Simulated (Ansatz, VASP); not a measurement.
**Ga2Cl3: VASP beside Ansatz**

File INCAR:

```
PREC = Accurate ; ENCUT = 600
EDIFF = 1E-7 ; ISMEAR = 0
SIGMA = 0.1 ; LREAL = F
LASPH = T ; NELM = 100
ALGO = Normal ; ISIF = 3
LWAVE = F ; LCHARG = F
GGA = PE ; IBRION = 2
NSW = 100 ; EDIFFG = -0.01
```

Contents of KPOINTS:

```
regular mesh
0
Gamma
  12 12 4
```

POSCAR

```
Ga2Cl3
1.0
    4.1423419654      0.0000000000      0.0000000000
   -2.0711709827      3.5873733732      0.0000000000
    0.0000000000      0.0000000000      9.1842860634
Ga Cl
2 3
Direct
    0.3333333333      0.6666666667      0.1847394673
    0.6666666667      0.3333333333      0.8152605327
    0.0000000000      0.0000000000      0.0000000000
    0.3333333333      0.6666666667      0.6818807568
    0.6666666667      0.3333333333      0.3181192432
```

Input for Ansatz:

```yaml
crystal:
  lattice:
    - [4.1423419654, 0.0, 0.0]
    - [-2.0711709827, 3.5873733732, 0.0]
    - [0.0, 0.0, 9.1842860634]
  atoms:
    - { symbol: Ga, position: [0.3333333333, 0.6666666667, 0.1847394673] }
    - { symbol: Ga, position: [0.6666666667, 0.3333333333, 0.8152605327] }
    - { symbol: Cl, position: [0.0, 0.0, 0.0] }
    - { symbol: Cl, position: [0.3333333333, 0.6666666667, 0.6818807568] }
    - { symbol: Cl, position: [0.6666666667, 0.3333333333, 0.3181192432] }
basis:
  ecutwfc: 420
kpoints:
  mp_grid: { grid: [12, 12, 4] }
hamiltonian:
  xc: pbe
scf:
  occupations: { method: gaussian, width: 0.1 }
output:
  forces: true
  stress: true
  eigenvalues: true
relax:
  adjacent_minimum: "off"
  f_tol: 0.01
  max_steps: 80
  cell: { stress_tol: 0.05 }
```

Alike in both runs: task relaxation of cell and atoms; functional PBE; k mesh 12 × 12 × 4; occupations gaussian, width 0.1 eV; no spin polarisation.

|  | VASP | Ansatz |
| --- | --- | --- |
| version | VASP 6.6.1 | Ansatz 0.2.0 |
| potentials or method | VASP PAW PBE potentials, release 64 (Ga_d, Cl), cutoff 600 eV | scalar-relativistic, plane waves, PAW |
| valence electrons in the cell | 47 | 47 |

```tsv
	VASP	Ansatz	Ansatz less VASP
gap on the k mesh at the Fermi level, each at its own relaxed structure (eV)	none	none	-
relaxed volume (Å³/atom)	28.16	28.47	+0.314
relaxed length of the cell vector where the two differ most in proportion (Å)	9.387	9.542	+0.1548
```

A gap of «none» marks a metal or a gap that the smearing closes.
